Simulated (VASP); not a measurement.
# Si3Au (Fm-3m) in VASP: notebook

Si3Au is run at these levels: PBE; tasks: single point, relaxation of cell and atoms.

All numbers are computed with VASP 6.6.1; they aren't measurements. Logs are shortened: lines on timing, memory, paths and dates and some standing lists are left out, and cuts for length are marked.

**1. The cell of the first run**

Symmetry: Fm-3m, No. 225, cubic system. The conventional cell has a = 6.227 Å, b = 6.227 Å, c = 6.227 Å, α = 90.00°, β = 90.00°, γ = 90.00°. Si (site symmetry m-3m) has 8 Si at 2.70 Å and 6 Au at 3.11 Å within 3.6 Å. Within 3.6 Å of Si (site symmetry -43m) lie 10 Si at 2.70 to 3.11 Å and 4 Au at 2.70 Å. Within 3.6 Å of Au (site symmetry m-3m) lie 14 Si at 2.70 to 3.11 Å.

**2. Single point, PBE**

File INCAR:

```
PREC = Accurate
ENCUT = 520
EDIFF = 1E-6
ISMEAR = 0
SIGMA = 0.1
LREAL = False
LASPH = True
NELM = 100
ALGO = Normal
ISIF = 2
LWAVE = False
LCHARG = True
GGA = PE
LELF = True
LVHAR = True
NBANDS = 20
```

File KPOINTS:

```
Automatic mesh
0
Gamma
  6 6 6
```

File POSCAR:

```
Si3Au
1.0
    0.0000000000      3.1134210400      3.1134210400
    3.1134210400      0.0000000000      3.1134210400
    3.1134210400      3.1134210400      0.0000000000
Si Au
3 1
Direct
    0.5000000000      0.5000000000      0.5000000000
    0.2500000000      0.2500000000      0.2500000000
    0.7500000000      0.7500000000      0.7500000000
    0.0000000000      0.0000000000      0.0000000000
```

Potentials or basis: VASP PAW PBE potentials, release 64 (Si, Au).

On the command line:

```bash
$ cat potpaw_PBE.64/Si/POTCAR potpaw_PBE.64/Au/POTCAR > POTCAR
$ mpirun -np 1 vasp_std > vasp.out
```

OUTCAR:

```text
PREC = Accurate
   ENCUT = 520
   EDIFF = 1E-6
   ISMEAR = 0
   LREAL = False
   LASPH = True
   NELM = 100
   ISIF = 2
   GGA = PE

 ion  position               nearest neighbor table
   1  0.500  0.500  0.500-   2 2.70   2 2.70   2 2.70   3 2.70   3 2.70   3 2.70   3 2.70   2 2.70
                             4 3.11   4 3.11   4 3.11   4 3.11   4 3.11   4 3.11
   2  0.250  0.250  0.250-   4 2.70   4 2.70   4 2.70   1 2.70   1 2.70   1 2.70   4 2.70   1 2.70
                             3 3.11   3 3.11   3 3.11   3 3.11   3 3.11   3 3.11
   3  0.750  0.750  0.750-   1 2.70   1 2.70   1 2.70   4 2.70   4 2.70   4 2.70   4 2.70   1 2.70
                             2 3.11   2 3.11   2 3.11   2 3.11   2 3.11   2 3.11
   4  0.000  0.000  0.000-   3 2.70   3 2.70   3 2.70   2 2.70   2 2.70   2 2.70   3 2.70   2 2.70
                             1 3.11   1 3.11   1 3.11   1 3.11   1 3.11   1 3.11

  LATTYP: Found a face centered cubic cell.
 ALAT       =     6.2268420800

  Lattice vectors:

 A1 = (   0.0000000000,   3.1134210400,   3.1134210400)
 A2 = (   3.1134210400,   0.0000000000,   3.1134210400)
 A3 = (   3.1134210400,   3.1134210400,   0.0000000000)

Analysis of symmetry for initial positions (statically):
=====================================================================
 Subroutine PRICEL returns:
 Original cell was already a primitive cell.

 Routine SETGRP: Setting up the symmetry group for a
 face centered cubic supercell.

 Subroutine GETGRP returns: Found 48 space group operations
 (whereof 48 operations were pure point group operations)
 out of a pool of 48 trial point group operations.

The static configuration has the point symmetry O_h .

Analysis of symmetry for dynamics (positions and initial velocities):
=====================================================================
 Subroutine PRICEL returns:
 Original cell was already a primitive cell.

 Routine SETGRP: Setting up the symmetry group for a
 face centered cubic supercell.

 Subroutine GETGRP returns: Found 48 space group operations
 (whereof 48 operations were pure point group operations)
 out of a pool of 48 trial point group operations.

The dynamic configuration has the point symmetry O_h .

 Subroutine INISYM returns: Found 48 space group operations
 (whereof 48 operations are pure point group operations),
 and found     1 'primitive' translations

----------------------------------------------------------------------------------------

                                     Primitive cell
[... 86 lines left out ...]
   EDIFF  = 0.1E-05   stopping-criterion for ELM
   LREAL  =      F    real-space projection
   EDIFFG = 0.1E-04   stopping-criterion for IOM
   NSW    =      0    number of steps for IOM
   IBRION =     -1    ionic relax: 0-MD 1-quasi-New 2-CG
   NFREE  =      0    steps in history (QN), initial steepest desc. (CG)
   ISIF   =      2    stress and relaxation
   ISYM   =      2    0-nonsym 1-usesym 2-fastsym
   POTIM  = 0.5000    time-step for ionic-motion
   TEBEG  =    0.0;   TEEND  =   0.0 temperature during run
   PSTRESS=    0.0 pullay stress
   NELECT =      23.0000    total number of electrons
   NUPDOWN=      -1.0000    fix difference up-down
   EMIN   =  10.00;   EMAX   =-10.00  energy-range for DOS
   EFERMI =   0.00;   METHOD = LEGACY
   ISMEAR =     0;   SIGMA  =   0.10  broadening in eV -4-tet -1-fermi 0-gaus
   EFERMI_NEDOS =   21; number of points for ismear=-14 and -15
   IALGO  =     38    algorithm
   IMIX   =      4    mixing-type and parameters
     AMIX     =   0.40;   BMIX     =  1.00
     AMIX_MAG =   1.60;   BMIX_MAG =  1.00
  volume/ion in A,a.u.               =      15.09       101.83
  Fermi-wavevector in a.u.,A,eV,Ry     =   1.186869  2.242858 19.165968  1.408659
  Thomas-Fermi vector in A             =   2.323033
   LORBIT       =      0    0 simple, 1 ext, 2 COOP (PROOUT), +10 PAW based schemes
   GGA     = PE    functional components
   LHFCALC =     F    Hartree Fock is set to
   AEXX    =    0.0000 exact exchange contribution
   IVDW    =     0    specifies the selected vdW correction
   LEPSILON=     F    determine dielectric tensor
   LRPA    =     F    only Hartree local field effects (RPA)
 non-spin polarized calculation
 Gauss-broadening in eV      SIGMA  =   0.10
  energy-cutoff  :      520.00
  volume of cell :       60.36
 maximum number of plane-waves:      1660
 NGX is ok and might be reduce to    36
   NGX = 17   NGY = 17   NGZ = 17

 number of electron      23.0000002 magnetization

 Free energy of the ion-electron system (eV)
  ---------------------------------------------------
  ext. energy  EPLUGINS =         0.00000000
  ---------------------------------------------------
  free energy    TOTEN  =       -17.36147574 eV

  energy without entropy =      -17.34666926  energy(sigma->0) =      -17.35407250

 E-fermi :  10.3733     XC(G=0): -11.6381

 val. band max:       10.2989790399   @ k =  -0.3333   0.1667   0.0000
 cond. band min:      10.4088796639   @ k =   0.5000   0.1667   0.0000
 fundamental gap:      0.1099006240
 Fermi energy:        10.3733031948

 k-point     1 :       0.0000    0.0000    0.0000
  band No.  band energies     occupation
      1      -3.3818      2.00000
      2       3.5479      2.00000
      3       3.5479      2.00000
      4       3.5479      2.00000
      5       4.7850      2.00000
      6       4.7850      2.00000
[... 357 lines left out ...]
     19      18.4433      0.00000
     20      18.4811      0.00000

------------------------ aborting loop because EDIFF is reached ----------------------------------------

  FORCE on cell =-STRESS in cart. coord.  units (eV):
  Direction    XX          YY          ZZ          XY          YZ          ZX
  --------------------------------------------------------------------------------------
  -------------------------------------------------------------------------------------
  Total        3.7436902      3.7436902      3.7436902     -0.0000000     -0.0000000      0.0000000
  in kB       99.3726605     99.3726605     99.3726605     -0.0000000     -0.0000000      0.0000000
  external PRESSURE =      99.3726605 kB  Pullay stress =       0.0000000 kB

 VOLUME and BASIS-vectors are now :
 -----------------------------------------------------------------------------
  energy-cutoff  :      520.00
  volume of cell :       60.36
      direct lattice vectors                 reciprocal lattice vectors
     0.000000000  3.113421040  3.113421040    -0.160595048  0.160595048  0.160595048
     3.113421040  0.000000000  3.113421040     0.160595048 -0.160595048  0.160595048
     3.113421040  3.113421040  0.000000000     0.160595048  0.160595048 -0.160595048

 POSITION                                       TOTAL-FORCE (eV/Angst)
 -----------------------------------------------------------------------------------
      3.11342      3.11342      3.11342         0.000000     -0.000000     -0.000000
      1.55671      1.55671      1.55671        -0.000000      0.000000     -0.000000
      4.67013      4.67013      4.67013         0.000000      0.000000      0.000000
      0.00000      0.00000      0.00000         0.000000     -0.000000     -0.000000
 -----------------------------------------------------------------------------------
    total drift:                               -0.000000      0.000000      0.000000

  FREE ENERGIE OF THE ION-ELECTRON SYSTEM (eV)
  ---------------------------------------------------
  free  energy   TOTEN  =       -17.3614757430 eV

  energy  without entropy=      -17.3466692583  energy(sigma->0) =      -17.35407250
```

OSZICAR:

```text
N       E                     dE             d eps       ncg     rms          rms(c)
DAV:   1     0.763427682044E+02    0.76343E+02   -0.10058E+04   640   0.994E+02
DAV:   2    -0.158280713731E+02   -0.92171E+02   -0.88567E+02   712   0.193E+02
DAV:   3    -0.188672728746E+02   -0.30392E+01   -0.30042E+01   800   0.299E+01
DAV:   4    -0.188876437123E+02   -0.20371E-01   -0.20358E-01   736   0.290E+00
DAV:   5    -0.188877980310E+02   -0.15432E-03   -0.15431E-03   732   0.253E-01    0.123E+01
DAV:   6    -0.176057743225E+02    0.12820E+01   -0.11609E+01   676   0.270E+01    0.130E+01
DAV:   7    -0.173926360408E+02    0.21314E+00   -0.82033E-01   676   0.891E+00    0.621E+00
DAV:   8    -0.173715292207E+02    0.21107E-01   -0.19678E-01   680   0.350E+00    0.794E-01
DAV:   9    -0.173615359149E+02    0.99933E-02   -0.33802E-02   708   0.181E+00    0.270E-01
DAV:  10    -0.173614988860E+02    0.37029E-04   -0.16683E-03   724   0.236E-01    0.113E-01
DAV:  11    -0.173614791781E+02    0.19708E-04   -0.12040E-04   728   0.109E-01    0.283E-02
DAV:  12    -0.173614759996E+02    0.31785E-05   -0.12757E-05   728   0.238E-02    0.102E-02
DAV:  13    -0.173614757430E+02    0.25658E-06   -0.21037E-07   424   0.267E-03
   1 F= -.17361476E+02 E0= -.17354073E+02  d E =-.148065E-01
```

Run time: 25 s. Hardware: 1 thread of Intel Xeon Platinum 8375C at 2.90GHz (Ice Lake), shared host; peak memory 0.2 GiB.

Results:

| Item | Value |
| --- | --- |
| Free energy | -17.3615 eV |
| Pressure | 9.9 GPa |

Caveat: spin-orbit coupling is left out, which moves the levels of the heavy elements.

**3. Single point, PBE**

This run uses another cell than the first one, of 16.43 Å³/atom, 1.089 times its volume.

INCAR: that of step 2 with these lines changed.

```diff
@@ -11,6 +11,4 @@
 LWAVE = False
-LCHARG = True
+LCHARG = False
 GGA = PE
-LELF = True
-LVHAR = True
 NBANDS = 20
```

File KPOINTS:

```
regular mesh
0
Gamma
  6 6 6
```

File POSCAR:

```
Si3Au
1.0
    0.0000000000      3.2029509185      3.2029509185
    3.2029509185      0.0000000000      3.2029509185
    3.2029509185      3.2029509185      0.0000000000
Si Au
3 1
Direct
    0.5000000000      0.5000000000      0.5000000000
    0.2500000000      0.2500000000      0.2500000000
    0.7500000000      0.7500000000      0.7500000000
    0.0000000000      0.0000000000      0.0000000000
```

Potentials or basis: VASP PAW PBE potentials, release 64 (Si, Au).

On the command line:

```bash
$ cat potpaw_PBE.64/Si/POTCAR potpaw_PBE.64/Au/POTCAR > POTCAR
$ mpirun -np 1 vasp_std > vasp.out
```

OUTCAR:

```text
PREC = Accurate
   ENCUT = 520
   EDIFF = 1E-6
   ISMEAR = 0
   LREAL = False
   LASPH = True
   NELM = 100
   ISIF = 2
   GGA = PE

 ion  position               nearest neighbor table
   1  0.500  0.500  0.500-   2 2.77   2 2.77   2 2.77   3 2.77   3 2.77   3 2.77   3 2.77   2 2.77
                             4 3.20   4 3.20   4 3.20   4 3.20   4 3.20   4 3.20
   2  0.250  0.250  0.250-   4 2.77   4 2.77   4 2.77   1 2.77   1 2.77   1 2.77   4 2.77   1 2.77

   3  0.750  0.750  0.750-   1 2.77   1 2.77   1 2.77   4 2.77   4 2.77   4 2.77   4 2.77   1 2.77

   4  0.000  0.000  0.000-   3 2.77   3 2.77   3 2.77   2 2.77   2 2.77   2 2.77   3 2.77   2 2.77
                             1 3.20   1 3.20   1 3.20   1 3.20   1 3.20   1 3.20

  LATTYP: Found a face centered cubic cell.
 ALAT       =     6.4059018370

  Lattice vectors:

 A1 = (   0.0000000000,   3.2029509185,   3.2029509185)
 A2 = (   3.2029509185,   0.0000000000,   3.2029509185)
 A3 = (   3.2029509185,   3.2029509185,   0.0000000000)

Analysis of symmetry for initial positions (statically):
=====================================================================
 Subroutine PRICEL returns:
 Original cell was already a primitive cell.

 Routine SETGRP: Setting up the symmetry group for a
 face centered cubic supercell.

 Subroutine GETGRP returns: Found 48 space group operations
 (whereof 48 operations were pure point group operations)
 out of a pool of 48 trial point group operations.

The static configuration has the point symmetry O_h .

Analysis of symmetry for dynamics (positions and initial velocities):
=====================================================================
 Subroutine PRICEL returns:
 Original cell was already a primitive cell.

[... 117 lines left out ...]
   ISMEAR =     0;   SIGMA  =   0.10  broadening in eV -4-tet -1-fermi 0-gaus
   EFERMI_NEDOS =   21; number of points for ismear=-14 and -15
   IALGO  =     38    algorithm
   IMIX   =      4    mixing-type and parameters
     AMIX     =   0.40;   BMIX     =  1.00
     AMIX_MAG =   1.60;   BMIX_MAG =  1.00
  volume/ion in A,a.u.               =      16.43       110.87
  Fermi-wavevector in a.u.,A,eV,Ry     =   1.153694  2.180165 18.109477  1.331009
  Thomas-Fermi vector in A             =   2.290336
   LORBIT       =      0    0 simple, 1 ext, 2 COOP (PROOUT), +10 PAW based schemes
   GGA     = PE    functional components
   LHFCALC =     F    Hartree Fock is set to
   AEXX    =    0.0000 exact exchange contribution
   IVDW    =     0    specifies the selected vdW correction
   LEPSILON=     F    determine dielectric tensor
   LRPA    =     F    only Hartree local field effects (RPA)
 non-spin polarized calculation
 Gauss-broadening in eV      SIGMA  =   0.10
  energy-cutoff  :      520.00
  volume of cell :       65.72
 maximum number of plane-waves:      1807
 NGX is ok and might be reduce to    36
   NGX = 17   NGY = 17   NGZ = 17

 number of electron      22.9999999 magnetization

 Free energy of the ion-electron system (eV)
  ---------------------------------------------------
  ext. energy  EPLUGINS =         0.00000000
  ---------------------------------------------------
  free energy    TOTEN  =       -17.50960819 eV

  energy without entropy =      -17.49723049  energy(sigma->0) =      -17.50341934

 E-fermi :   9.2526     XC(G=0): -11.2523

 val. band max:        9.1775742280   @ k =  -0.3333   0.1667   0.0000
 cond. band min:       9.2756332301   @ k =   0.5000   0.1667   0.0000
 fundamental gap:      0.0980590021
 Fermi energy:         9.2526353898

 k-point     1 :       0.0000    0.0000    0.0000
  band No.  band energies     occupation
      1      -3.7791      2.00000
      2       2.9428      2.00000
      3       2.9428      2.00000
      4       2.9428      2.00000
      5       4.0571      2.00000
      6       4.0571      2.00000
[... 357 lines left out ...]
     19      16.9321      0.00000
     20      16.9718      0.00000

------------------------ aborting loop because EDIFF is reached ----------------------------------------

  FORCE on cell =-STRESS in cart. coord.  units (eV):
  Direction    XX          YY          ZZ          XY          YZ          ZX
  --------------------------------------------------------------------------------------
  -------------------------------------------------------------------------------------
  Total       -0.1362925     -0.1362925     -0.1362925      0.0000000     -0.0000000     -0.0000000
  in kB       -3.3227811     -3.3227811     -3.3227811      0.0000000     -0.0000000     -0.0000000
  external PRESSURE =      -3.3227811 kB  Pullay stress =       0.0000000 kB

 VOLUME and BASIS-vectors are now :
 -----------------------------------------------------------------------------
  energy-cutoff  :      520.00
  volume of cell :       65.72
      direct lattice vectors                 reciprocal lattice vectors
     0.000000000  3.202950919  3.202950919    -0.156106045  0.156106045  0.156106045
     3.202950919  0.000000000  3.202950919     0.156106045 -0.156106045  0.156106045
     3.202950919  3.202950919  0.000000000     0.156106045  0.156106045 -0.156106045

 POSITION                                       TOTAL-FORCE (eV/Angst)
 -----------------------------------------------------------------------------------
      3.20295      3.20295      3.20295        -0.000000      0.000000      0.000000
      1.60148      1.60148      1.60148        -0.000000     -0.000000     -0.000000
      4.80443      4.80443      4.80443         0.000000      0.000000      0.000000
      0.00000      0.00000      0.00000        -0.000000     -0.000000      0.000000
 -----------------------------------------------------------------------------------
    total drift:                               -0.000000      0.000000      0.000000

  FREE ENERGIE OF THE ION-ELECTRON SYSTEM (eV)
  ---------------------------------------------------
  free  energy   TOTEN  =       -17.5096081910 eV

  energy  without entropy=      -17.4972304904  energy(sigma->0) =      -17.50341934
```

It took 24 s on 1 thread of Intel Xeon Platinum 8375C at 2.90GHz (Ice Lake), shared host; peak memory 0.2 GiB.

Results:

```
Free energy : -17.5096 eV
Pressure    : -0.3 GPa
```

Caveat: spin-orbit coupling is left out, which moves the levels of the heavy elements.

**4. Relaxation of cell and atoms, PBE**

File INCAR:

```
SYSTEM = Si3Au
PREC     = Accurate       ! precision mode
ENCUT    = 600            ! plane-wave cutoff, eV
EDIFF    = 1E-6           ! SCF threshold, eV
ISMEAR   = 0              ! smearing method
SIGMA    = 0.1            ! smearing width, eV
LREAL    = .FALSE.        ! projectors in reciprocal space
LASPH    = .TRUE.         ! aspherical terms in the spheres
NELM     = 100            ! most SCF steps
ALGO     = Normal         ! electronic algorithm
ISIF     = 3              ! what is computed and relaxed
LWAVE    = .FALSE.        ! write WAVECAR
LCHARG   = .FALSE.        ! write CHGCAR
GGA      = PE             ! functional
IBRION   = 2              ! ionic algorithm
NSW      = 90             ! ionic steps
EDIFFG   = -0.04          ! ionic threshold
```

File KPOINTS:

```
Automatic mesh
0
G
  6 6 6
  0 0 0
```

File POSCAR:

```
Si3Au
1.0
    0.0000000000      3.1134210400      3.1134210400
    3.1134210400      0.0000000000      3.1134210400
    3.1134210400      3.1134210400      0.0000000000
Si Au
3 1
Direct
    0.5000000000      0.5000000000      0.5000000000
    0.2500000000      0.2500000000      0.2500000000
    0.7500000000      0.7500000000      0.7500000000
    0.0000000000      0.0000000000      0.0000000000
```

On the command line:

```bash
$ cat potpaw_PBE.64/Si/POTCAR potpaw_PBE.64/Au/POTCAR > POTCAR
$ mpirun -np 1 vasp_std > vasp.out
```

Wall time 43 s (1 thread of Intel Xeon Platinum 8375C at 2.90GHz (Ice Lake), shared host); peak memory 0.22 GiB.

Results (log left out):

```
Free energy                            : -17.5091 eV
Relaxed volume                         : 16.37 Å³/atom
Relaxed cell                           : a = 4.525 Å, b = 4.525 Å, c = 4.525 Å, α = 60.00°, β = 60.00°, γ = 60.00°
Space group after relaxing (to 0.05 Å) : Fm-3m (No. 225)
Energy gained by relaxing              : 36.9 meV/atom
Ionic steps                            : 3
Pressure after relaxing                : 0.0 GPa
```

Step by step:
```csv
step,energy change (eV),largest force (eV/Å),pressure (GPa),volume (Å³)
1,0.0000,0.0000,9.96,60.36
2,-0.0965,0.0000,-4.49,68.93
3,-0.1476,0.0000,0.02,65.50
```

Final structure:
```
Si Au
1.0
     0.00000    3.19937    3.19937
     3.19937    0.00000    3.19937
     3.19937    3.19937    0.00000
Si Au
3 1
Direct
  0.50000 0.50000 0.50000
  0.25000 0.25000 0.25000
  0.75000 0.75000 0.75000
  0.00000 0.00000 0.00000
```

Levels at points of the mesh, in eV from the Fermi level:
| k point | band 8 | band 9 | band 10 | band 11 | band 12 | band 13 | band 14 | band 15 |
| --- | --- | --- | --- | --- | --- | --- | --- | --- |
| (0.00, 0.00, 0.00) | -2.46 | -1.93 | -1.93 | -1.93 | 0.16 | 0.16 | 0.16 | 1.30 |
| (0.50, 0.00, 0.00) | -4.68 | -2.18 | -2.18 | -1.23 | -1.23 | -0.87 | 3.06 | 3.44 |
| (0.50, 0.50, 0.00) | -5.25 | -4.93 | -3.54 | -2.50 | 3.40 | 3.40 | 3.93 | 4.24 |

Caveat: spin-orbit coupling is left out, which moves the levels of the heavy elements.

**5. The runs side by side**

| task | cell | cutoff (eV) | gap on the mesh (eV) | pressure (GPa) |
| --- | --- | --- | --- | --- |
| single point | a = 4.403 Å, angles 60.0°, 4 atoms | 520 | none | 9.9 |
| single point | a = 4.530 Å, angles 60.0°, 4 atoms | 520 | none | -0.3 |
| relaxation of cell and atoms | relaxed from a = 4.403 Å, angles 60.0°, 4 atoms | 600 | none | 0.0 |

Alike in all rows: level PBE; potentials or basis VASP PAW PBE potentials, release 64 (Si, Au); no spin polarisation; k mesh 6 × 6 × 6; smearing gaussian 0.1 eV.

Caveats: spin-orbit coupling is left out, which moves the levels of the heavy elements.

Absolute energies hang on the potentials; compare differences alone.
